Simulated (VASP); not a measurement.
# Sr6MgAg (R-3m) in VASP: further runs

Runs on Sr6MgAg. Level: PBE. Tasks: single point, relaxation of cell and atoms.

Program: VASP 6.6.1. These are calculated values, not measurements. Logs are shortened: lines on timing, memory, paths and dates and some standing lists are left out, and cuts for length are marked.

**1. The cell of the first run**

Symmetry: R-3m, No. 166, trigonal system. Conventional cell: a = 7.977 Å, b = 7.977 Å, c = 13.289 Å, α = 90.00°, β = 90.00°, γ = 120.00°. Within 3.1 Å of Sr (site symmetry 2) lie 1 Mg at 2.36 Å and 2 Sr at 2.36 Å. Mg (site symmetry -3m) has 6 Sr at 2.36 Å within 3.1 Å. Ag (site symmetry -3m) has 12 Sr at 3.59 Å within 4.7 Å.

The cell was generated, and may not be a known phase.

**2. Single point, PBE**

INCAR

```
SYSTEM = Sr6MgAg
ALGO = Normal ; EDIFF = 1E-6
ENCUT = 520 ; GGA = PE
ISIF = 2 ; ISMEAR = 0
LASPH = .True. ; LCHARG = .False.
LREAL = .False. ; LWAVE = .False.
NBANDS = 46 ; NELM = 80
PREC = Accurate ; SIGMA = 0.1
```

KPOINTS

```
k-points
0
Gamma
  3 3 3
  0 0 0
```

POSCAR

```
Sr6MgAg
1.0
    3.9886061300      2.3028228200      4.4297569200
   -3.9886061300      2.3028228200      4.4297569200
    0.0000000000     -4.6056456500      4.4297569200
Sr Mg Ag
6 1 1
Direct
    0.2045792100      0.7954207900      0.5000000000
    0.5000000000      0.2045792100      0.7954207900
    0.7954207900      0.5000000000      0.2045792100
    0.7954207900      0.2045792100      0.5000000000
    0.5000000000      0.7954207900      0.2045792100
    0.2045792100      0.5000000000      0.7954207900
    0.5000000000      0.5000000000      0.5000000000
    0.0000000000      0.0000000000      0.0000000000
```

Potentials or basis: VASP PAW PBE potentials, release 64 (Sr_sv, Mg, Ag).

Launch:

```bash
$ cat potpaw_PBE.64/Sr_sv/POTCAR potpaw_PBE.64/Mg/POTCAR potpaw_PBE.64/Ag/POTCAR > POTCAR
$ mpirun -np 1 vasp_std > vasp.out
```

OUTCAR:

```text
SYSTEM = Sr6MgAg
   EDIFF = 1E-6
   ENCUT = 520
   GGA = PE
   ISIF = 2
   ISMEAR = 0
   LASPH = .True.
   LREAL = .False.
   NELM = 80
   PREC = Accurate

 ion  position               nearest neighbor table
   1  0.205  0.795  0.500-   7 2.36   6 2.36   5 2.36   4 3.26   8 3.59   8 3.59   3 4.08   2 4.08
                             3 4.46   2 4.46   4 4.71   3 4.89   2 4.89   2 4.89   3 4.89   4 5.04
   2  0.500  0.205  0.795-   6 2.36   4 2.36   7 2.36   5 3.26   8 3.59   8 3.59   1 4.08   3 4.08
                             1 4.46   3 4.46   5 4.71   1 4.89   3 4.89   3 4.89   1 4.89   5 5.04
   3  0.795  0.500  0.205-   5 2.36   4 2.36   7 2.36   6 3.26   8 3.59   8 3.59   1 4.08   2 4.08
                             1 4.46   2 4.46   6 4.71   1 4.89   2 4.89   2 4.89   1 4.89   6 5.04
   4  0.795  0.205  0.500-   7 2.36   3 2.36   2 2.36   1 3.26   8 3.59   8 3.59   5 4.08   6 4.08
                             5 4.46   6 4.46   1 4.71   5 4.89   6 4.89   5 4.89   6 4.89   1 5.04
   5  0.500  0.795  0.205-   3 2.36   1 2.36   7 2.36   2 3.26   8 3.59   8 3.59   4 4.08   6 4.08
                             4 4.46   6 4.46   2 4.71   4 4.89   6 4.89   6 4.89   4 4.89   2 5.04
   6  0.205  0.500  0.795-   2 2.36   1 2.36   7 2.36   3 3.26   8 3.59   8 3.59   4 4.08   5 4.08
                             4 4.46   5 4.46   3 4.71   4 4.89   5 4.89   5 4.89   4 4.89   3 5.04
   7  0.500  0.500  0.500-   1 2.36   4 2.36   3 2.36   2 2.36   5 2.36   6 2.36
   8  0.000  0.000  0.000-   2 3.59   6 3.59   3 3.59   5 3.59   5 3.59   6 3.59   2 3.59   3 3.59
                             1 3.59   4 3.59   1 3.59   4 3.59

 -----------------------------------------------------------------------------
|                                                                             |
|           W    W    AA    RRRRR   N    N  II  N    N   GGGG   !!!           |
|           W    W   A  A   R    R  NN   N  II  NN   N  G    G  !!!           |
|           W    W  A    A  R    R  N N  N  II  N N  N  G       !!!           |
|           W WW W  AAAAAA  RRRRR   N  N N  II  N  N N  G  GGG   !            |
|           WW  WW  A    A  R   R   N   NN  II  N   NN  G    G                |
|           W    W  A    A  R    R  N    N  II  N    N   GGGG   !!!           |
|                                                                             |
|     The distance between some ions is very small. Please check the          |
|     nearest-neighbor list in the OUTCAR file.                               |
|     I HOPE YOU KNOW WHAT YOU ARE DOING!                                     |
|                                                                             |
 -----------------------------------------------------------------------------

  LATTYP: Found a trigonal (rhomboedric) cell.
 ALAT       =     6.3902048614
 COS(alpha) =     0.2208111346

  Lattice vectors:

 A1 = (   3.9886061300,   2.3028228200,   4.4297569200)
 A2 = (  -3.9886061300,   2.3028228200,   4.4297569200)
 A3 = (   0.0000000000,  -4.6056456500,   4.4297569200)

Analysis of symmetry for initial positions (statically):
=====================================================================
 Subroutine PRICEL returns:
 Original cell was already a primitive cell.

 Routine SETGRP: Setting up the symmetry group for a
 trigonal (rhombohedral) supercell.

 Subroutine GETGRP returns: Found 12 space group operations
 (whereof 12 operations were pure point group operations)
 out of a pool of 12 trial point group operations.

The static configuration has the point symmetry D_3d.

Analysis of symmetry for dynamics (positions and initial velocities):
=====================================================================
 Subroutine PRICEL returns:
 Original cell was already a primitive cell.

 Routine SETGRP: Setting up the symmetry group for a
 trigonal (rhombohedral) supercell.

 Subroutine GETGRP returns: Found 12 space group operations
 (whereof 12 operations were pure point group operations)
 out of a pool of 12 trial point group operations.

The dynamic configuration has the point symmetry D_3d.

 Subroutine INISYM returns: Found 12 space group operations
 (whereof 12 operations are pure point group operations),
 and found     1 'primitive' translations

----------------------------------------------------------------------------------------

                                     Primitive cell

  volume of cell :     244.1253

  direct lattice vectors                    reciprocal lattice vectors
     3.988606130  2.302822820  4.429756920     0.125357076  0.072374941  0.075248674
[... 38 lines left out ...]
     0.041785692  0.024124980  0.025082891     0.333333333  0.000000000 -0.000000000
    -0.041785692  0.024124980  0.025082891     0.000000000  0.333333333 -0.000000000
     0.000000000 -0.048249961  0.025082891     0.000000000  0.000000000  0.333333333

  Length of vectors
     0.054380237  0.054380237  0.054380237

[... 22 lines left out ...]
   NGX,Y,Z   is equivalent  to a cutoff of  12.49, 12.49, 12.49 a.u.
   NGXF,Y,Z  is equivalent  to a cutoff of  24.98, 24.98, 24.98 a.u.
 SYSTEM =  Sr6MgAg
   PREC   = accura    normal or accurate (medium, high low for compatibility)
   ISTART =      0    job   : 0-new  1-cont  2-samecut
   ICHARG =      2    charge: 1-file 2-atom 10-const
   ISPIN  =      1    spin polarized calculation?
   LNONCOLLINEAR =      F non collinear calculations
   LSORBIT =      F    spin-orbit coupling
   LASPH  =      T    aspherical Exc in radial PAW
   ENCUT  =  520.0 eV  38.22 Ry    6.18 a.u.  11.88 11.88 11.88*2*pi/ulx,y,z
   NELM   =     80;   NELMIN=  2; NELMDL= -5     # of ELM steps
   EDIFF  = 0.1E-05   stopping-criterion for ELM
   LREAL  =      F    real-space projection
   EDIFFG = 0.1E-04   stopping-criterion for IOM
   NSW    =      0    number of steps for IOM
   IBRION =     -1    ionic relax: 0-MD 1-quasi-New 2-CG
   NFREE  =      0    steps in history (QN), initial steepest desc. (CG)
   ISIF   =      2    stress and relaxation
   ISYM   =      2    0-nonsym 1-usesym 2-fastsym
   POTIM  = 0.5000    time-step for ionic-motion
   TEBEG  =    0.0;   TEEND  =   0.0 temperature during run
   PSTRESS=    0.0 pullay stress
   NELECT =      73.0000    total number of electrons
   NUPDOWN=      -1.0000    fix difference up-down
   EMIN   =  10.00;   EMAX   =-10.00  energy-range for DOS
   EFERMI =   0.00;   METHOD = LEGACY
   ISMEAR =     0;   SIGMA  =   0.10  broadening in eV -4-tet -1-fermi 0-gaus
   EFERMI_NEDOS =   21; number of points for ismear=-14 and -15
   IALGO  =     38    algorithm
   IMIX   =      4    mixing-type and parameters
     AMIX     =   0.40;   BMIX     =  1.00
     AMIX_MAG =   1.60;   BMIX_MAG =  1.00
  volume/ion in A,a.u.               =      30.52       205.93
  Fermi-wavevector in a.u.,A,eV,Ry     =   1.094741  2.068761 16.306019  1.198459
  Thomas-Fermi vector in A             =   2.231052
   LORBIT       =      0    0 simple, 1 ext, 2 COOP (PROOUT), +10 PAW based schemes
   GGA     = PE    functional components
   LHFCALC =     F    Hartree Fock is set to
   AEXX    =    0.0000 exact exchange contribution
   IVDW    =     0    specifies the selected vdW correction
   LEPSILON=     F    determine dielectric tensor
   LRPA    =     F    only Hartree local field effects (RPA)
 non-spin polarized calculation
 Gauss-broadening in eV      SIGMA  =   0.10
  energy-cutoff  :      520.00
  volume of cell :      244.13
 maximum number of plane-waves:      6598
   NGX = 23   NGY = 23   NGZ = 23

 number of electron      72.9999997 magnetization

 Free energy of the ion-electron system (eV)
  ---------------------------------------------------
  ext. energy  EPLUGINS =         0.00000000
  ---------------------------------------------------
  free energy    TOTEN  =        14.00342012 eV

  energy without entropy =       14.04246922  energy(sigma->0) =       14.02294467

 E-fermi :   3.1789     XC(G=0):  -8.8276

 val. band max:        3.1598098330   @ k =   0.3333   0.3333  -0.0000
 cond. band min:       3.2809196924   @ k =  -0.3333   0.3333   0.0000
 fundamental gap:      0.1211098594
 Fermi energy:         3.1789079266

 k-point     1 :       0.0000    0.0000    0.0000
  band No.  band energies     occupation
      1     -34.5551      2.00000
      2     -34.0090      2.00000
      3     -34.0090      2.00000
      4     -32.9496      2.00000
      5     -32.9496      2.00000
      6     -32.2312      2.00000
[... 283 lines left out ...]
     45       4.8734      0.00000
     46       4.8799      0.00000

------------------------ aborting loop because EDIFF is reached ----------------------------------------

  FORCE on cell =-STRESS in cart. coord.  units (eV):
  Direction    XX          YY          ZZ          XY          YZ          ZX
  --------------------------------------------------------------------------------------
  -------------------------------------------------------------------------------------
  Total       68.1082833     68.1082834     -8.7304081      0.0000000      0.0000000      0.0000000
  in kB      446.9898828    446.9898830    -57.2970554      0.0000000      0.0000000      0.0000000
  external PRESSURE =     278.8942368 kB  Pullay stress =       0.0000000 kB

 VOLUME and BASIS-vectors are now :
 -----------------------------------------------------------------------------
  energy-cutoff  :      520.00
  volume of cell :      244.13
      direct lattice vectors                 reciprocal lattice vectors
     3.988606130  2.302822820  4.429756920     0.125357076  0.072374941  0.075248674
    -3.988606130  2.302822820  4.429756920    -0.125357076  0.072374941  0.075248674
     0.000000000 -4.605645650  4.429756920     0.000000000 -0.144749883  0.075248674

 POSITION                                       TOTAL-FORCE (eV/Angst)
 -----------------------------------------------------------------------------------
     -2.35663     -0.00000      6.64464        -9.897510     -0.000000      0.000000
      1.17832     -2.04091      6.64464         4.948755     -8.571495     -0.000000
      1.17832      2.04091      6.64464         4.948755      8.571495     -0.000000
      2.35663     -0.00000      6.64464         9.897510     -0.000000     -0.000000
     -1.17832      2.04091      6.64464        -4.948755      8.571495     -0.000000
     -1.17832     -2.04091      6.64464        -4.948755     -8.571495     -0.000000
      0.00000     -0.00000      6.64464         0.000000     -0.000000     -0.000000
      0.00000      0.00000      0.00000        -0.000000     -0.000000     -0.000000
 -----------------------------------------------------------------------------------
    total drift:                               -0.000000      0.000000      0.000000

  FREE ENERGIE OF THE ION-ELECTRON SYSTEM (eV)
  ---------------------------------------------------
  free  energy   TOTEN  =        14.0034201177 eV

  energy  without entropy=       14.0424692158  energy(sigma->0) =       14.02294467
```

Wall time 84 s (1 thread of Intel Xeon Platinum 8259CL at 2.50GHz (Skylake/Cascade Lake), shared host); peak memory 0.35 GiB.

What came out:

| Quantity | Value |
| --- | --- |
| Free energy | 14.0034 eV |
| Pressure | 27.9 GPa |
| Largest force | 9.898 eV/Å |
| Band gap on the k mesh | zero (an odd number of electrons rules out a gap without spin polarisation) |

Forces in eV/Å, atoms in the order of the input:
```
Sr  -9.898  0.000  0.000
Sr   4.949 -8.571  0.000
Sr   4.949  8.571  0.000
Sr   9.898  0.000  0.000
Sr  -4.949  8.571  0.000
Sr  -4.949 -8.571  0.000
Mg   0.000  0.000  0.000
Ag   0.000  0.000  0.000
```

Stress tensor (GPa, compression positive):
```
44.70  0.00  0.00
 0.00 44.70  0.00
 0.00  0.00 -5.73
```

Caveat: the stress differs along the axes, from -6 to 45 GPa; forces of over 1 eV/Å act on the atoms, so gaps and moduli don't describe the material at rest.

**3. Single point, PBE**

This run uses another cell than the first one, of 47.96 Å³/atom.

INCAR

```
SYSTEM = Sr6MgAg
ALGO = Fast
EDIFF = 1E-7
ENCUT = 520
GGA = PE
ISIF = 2
ISMEAR = 0
LASPH = .TRUE.
LCHARG = .FALSE.
LREAL = .FALSE.
LWAVE = .FALSE.
NBANDS = 46
NELM = 60
PREC = Accurate
SIGMA = 0.1
```

KPOINTS

```
k-points
0
G
  3 3 3
  0 0 0
```

POSCAR

```
Sr6MgAg
1.0
    5.4588682727      3.1516790653      3.7169840172
   -5.4588682727      3.1516790653      3.7169840172
    0.0000000000     -6.3033581349      3.7169840136
Sr Mg Ag
6 1 1
Direct
    0.1618728654      0.8381271346      0.5000000000
    0.5000000000      0.1618728654      0.8381271346
    0.8381271346      0.5000000000      0.1618728654
    0.8381271346      0.1618728654      0.5000000000
    0.5000000000      0.8381271346      0.1618728654
    0.1618728654      0.5000000000      0.8381271346
    0.5000000000      0.5000000000      0.5000000000
    0.0000000000      0.0000000000      0.0000000000
```

Potentials or basis: VASP PAW PBE potentials, release 64 (Sr_sv, Mg, Ag).

Launch:

```bash
$ cat potpaw_PBE.64/Sr_sv/POTCAR potpaw_PBE.64/Mg/POTCAR potpaw_PBE.64/Ag/POTCAR > POTCAR
$ mpirun -np 1 vasp_std > vasp.out
```

It took 5.5 min on 1 thread of Intel Xeon Platinum 8259CL at 2.50GHz (Skylake/Cascade Lake), shared host; peak memory 0.46 GiB.

Results (log left out):

```
Free energy            : -10.5844 eV
Pressure               : 0.3 GPa
Largest force          : 0.008 eV/Å
Band gap on the k mesh : zero (an odd number of electrons rules out a gap without spin polarisation)
```

Forces on the atoms (eV/Å):
```
Sr   0.008  0.000  0.000
Sr  -0.004  0.007  0.000
Sr  -0.004 -0.007  0.000
Sr  -0.008  0.000  0.000
Sr   0.004 -0.007  0.000
Sr   0.004  0.007  0.000
Mg   0.000  0.000  0.000
Ag   0.000  0.000  0.000
```

Levels at points of the mesh, in eV from the Fermi level:
```csv
k point,band 33,band 34,band 35,band 36,band 37,band 38,band 39,band 40
"(0.00, 0.00, 0.00)",-0.83,-0.68,-0.43,-0.43,0.00,0.08,0.08,0.53
```

**4. Relaxation of cell and atoms, PBE**

INCAR

```
PREC = Accurate
ENCUT = 600
EDIFF = 1E-6
ISMEAR = 0
SIGMA = 0.1
LREAL = False
LASPH = True
NELM = 80
ALGO = Normal
ISIF = 3
LWAVE = False
LCHARG = False
GGA = PE
IBRION = 2
NSW = 90
EDIFFG = -0.04
```

KPOINTS

```
Automatic mesh
0
Gamma
  3 3 3
```

POSCAR

```
Sr6MgAg
1.0
    3.9886061300      2.3028228200      4.4297569200
   -3.9886061300      2.3028228200      4.4297569200
    0.0000000000     -4.6056456500      4.4297569200
Sr Mg Ag
6 1 1
Direct
    0.2045792100      0.7954207900      0.5000000000
    0.5000000000      0.2045792100      0.7954207900
    0.7954207900      0.5000000000      0.2045792100
    0.7954207900      0.2045792100      0.5000000000
    0.5000000000      0.7954207900      0.2045792100
    0.2045792100      0.5000000000      0.7954207900
    0.5000000000      0.5000000000      0.5000000000
    0.0000000000      0.0000000000      0.0000000000
```

Launch:

```bash
$ cat potpaw_PBE.64/Sr_sv/POTCAR potpaw_PBE.64/Mg/POTCAR potpaw_PBE.64/Ag/POTCAR > POTCAR
$ mpirun -np 1 vasp_std > vasp.out
```

Wall time 20 min (1 thread of Intel Xeon Platinum 8259CL at 2.50GHz (Skylake/Cascade Lake), shared host); peak memory 0.47 GiB.

It converged, with:

```
Free energy                           : -10.5565 eV
Relaxed volume                        : 48.96 Å³/atom
Relaxed cell                          : a = 7.367 Å, b = 7.367 Å, c = 7.367 Å, α = 96.45°, β = 96.45°, γ = 96.45°
Space group after relaxing (to 0.1 Å) : R-3m (No. 166)
Energy gained by relaxing             : 3069.9 meV/atom
Ionic steps                           : 12
Pressure after relaxing               : 0.0 GPa
Largest force after relaxing          : 0.029 eV/Å
Band gap on the k mesh                : zero (an odd number of electrons rules out a gap without spin polarisation)
```

Forces on the atoms (eV/Å):
```
Sr   0.029  0.000  0.000
Sr  -0.014  0.025  0.000
Sr  -0.014 -0.025  0.000
Sr  -0.029  0.000  0.000
Sr   0.014 -0.025  0.000
Sr   0.014  0.025  0.000
Mg   0.000  0.000  0.000
Ag   0.000  0.000  0.000
```

Step by step:
```csv
step,energy change (eV),largest force (eV/Å),pressure (GPa),volume (Å³)
1,0.0000,9.8966,27.90,244.13
2,-23.3831,1.2414,-0.87,460.32
3,-23.4230,0.4238,0.60,396.61
4,-23.5687,1.0232,-0.48,434.32
5,-23.5921,0.9401,-0.34,427.67
6,-24.2058,0.6040,-0.50,422.86
7,-24.4526,0.3516,-0.51,417.71
8,-24.4732,0.2693,-0.49,415.57
9,-24.5314,0.1740,-0.27,404.00
10,-24.5578,0.0500,0.06,390.71
11,-24.5578,0.0451,0.07,390.22
12,-24.5592,0.0289,0.05,391.68
```

Final structure:
```
Sr Mg Ag
1.0
     5.49424    3.17210    3.74565
    -5.49424    3.17210    3.74565
     0.00000   -6.34420    3.74565
Sr Mg Ag
6 1 1
Cartesian
  -3.7159 0.0000 5.6185
  1.8580 -3.2181 5.6185
  1.8580 3.2181 5.6185
  3.7159 0.0000 5.6185
  -1.8580 3.2181 5.6185
  -1.8580 -3.2181 5.6185
  0.0000 0.0000 5.6185
  0.0000 0.0000 0.0000
```

Levels at points of the mesh, in eV from the Fermi level:
```csv
k point,band 33,band 34,band 35,band 36,band 37,band 38,band 39,band 40
"(0.00, 0.00, 0.00)",-0.84,-0.66,-0.45,-0.45,-0.01,0.09,0.09,0.55
```

Caveat: the volume moved by over 15 % at a fixed basis, so the end points are rough.

**5. Single point, PBE**

This run uses another cell than the first one, of 49.46 Å³/atom.

INCAR

```
PREC = Accurate
ENCUT = 520
EDIFF = 1E-6
ISMEAR = 0
SIGMA = 0.1
LREAL = False
LASPH = True
NELM = 100
ALGO = Fast
ISIF = 2
LWAVE = False
LCHARG = False
GGA = PE
NBANDS = 46
```

KPOINTS

```
Automatic mesh
0
Gamma
  6 6 6
```

POSCAR

```
Sr6MgAg
1.0
    5.5199455372      3.1869420418      3.7490156463
   -5.5199455372      3.1869420418      3.7490156463
    0.0000000000     -6.3738840836      3.7490156462
Sr Mg Ag
6 1 1
Direct
    0.1621482747      0.8378517253      0.5000000000
    0.5000000000      0.1621482747      0.8378517253
    0.8378517253      0.5000000000      0.1621482747
    0.8378517253      0.1621482747      0.5000000000
    0.5000000000      0.8378517253      0.1621482747
    0.1621482747      0.5000000000      0.8378517253
    0.5000000000      0.5000000000      0.5000000000
    0.0000000000      0.0000000000      0.0000000000
```

Launch:

```bash
$ cat potpaw_PBE.64/Sr_sv/POTCAR potpaw_PBE.64/Mg/POTCAR potpaw_PBE.64/Ag/POTCAR > POTCAR
$ mpirun -np 1 vasp_std > vasp.out
```

It took 23 min on 1 thread of Intel Xeon Platinum 8259CL at 2.50GHz (Skylake/Cascade Lake), shared host; peak memory 0.79 GiB.

The run converged. Its results:

* Free energy: -10.5746 eV
* Pressure: 0.0 GPa
* Band gap on the k mesh: zero (an odd number of electrons rules out a gap without spin polarisation)

Forces in eV/Å, atoms in the order of the input:
```
Sr   0.002  0.000  0.000
Sr  -0.001  0.002  0.000
Sr  -0.001 -0.002  0.000
Sr  -0.002  0.000  0.000
Sr   0.001 -0.002  0.000
Sr   0.001  0.002  0.000
Mg   0.000  0.000  0.000
Ag   0.000  0.000  0.000
```

Levels at points of the mesh, in eV from the Fermi level:
| k point | band 35 | band 36 | band 37 | band 38 | band 39 | band 40 |
| --- | --- | --- | --- | --- | --- | --- |
| (0.00, 0.00, 0.00) | -0.45 | -0.45 | -0.01 | 0.10 | 0.10 | 0.59 |
| (0.50, 0.00, 0.00) | -0.40 | -0.33 | -0.12 | 0.15 | 0.23 | 0.55 |
| (0.50, 0.50, 0.00) | -0.26 | -0.08 | -0.07 | 0.14 | 0.30 | 0.70 |
| (0.50, 0.50, 0.50) | -1.47 | -0.85 | -0.27 | 0.39 | 0.39 | 0.75 |

**6. Overview**

```csv
task,cell,k mesh,cutoff (eV),gap on the mesh (eV),pressure (GPa),largest force (eV/Å)
single point,"a = 6.390 Å, angles 77.2°, 8 atoms, atomic positions A",3 × 3 × 3,520,none,27.9,9.90
single point,"a = 7.318 Å, angles 96.5°, 8 atoms, atomic positions B",3 × 3 × 3,520,none,0.3,0.01
relaxation of cell and atoms,"relaxed from a = 6.390 Å, angles 77.2°, 8 atoms, atomic positions A",3 × 3 × 3,600,none,0.0,0.03
single point,"a = 7.395 Å, angles 96.6°, 8 atoms, atomic positions C",6 × 6 × 6,520,none,0.0,-
```

Alike in all rows: level PBE; potentials or basis VASP PAW PBE potentials, release 64 (Sr_sv, Mg, Ag); no spin polarisation; smearing gaussian 0.1 eV.

Caveats: the stress differs along the axes, from -6 to 45 GPa (at least some runs); forces of over 1 eV/Å act on the atoms, so gaps and moduli don't describe the material at rest (at least some runs); the volume moved by over 15 % at a fixed basis, so the end points are rough (at least some runs).

Absolute energies hang on the potentials; compare differences alone.

The gap in the log of VASP goes by the Fermi energy; the results here count the filled bands.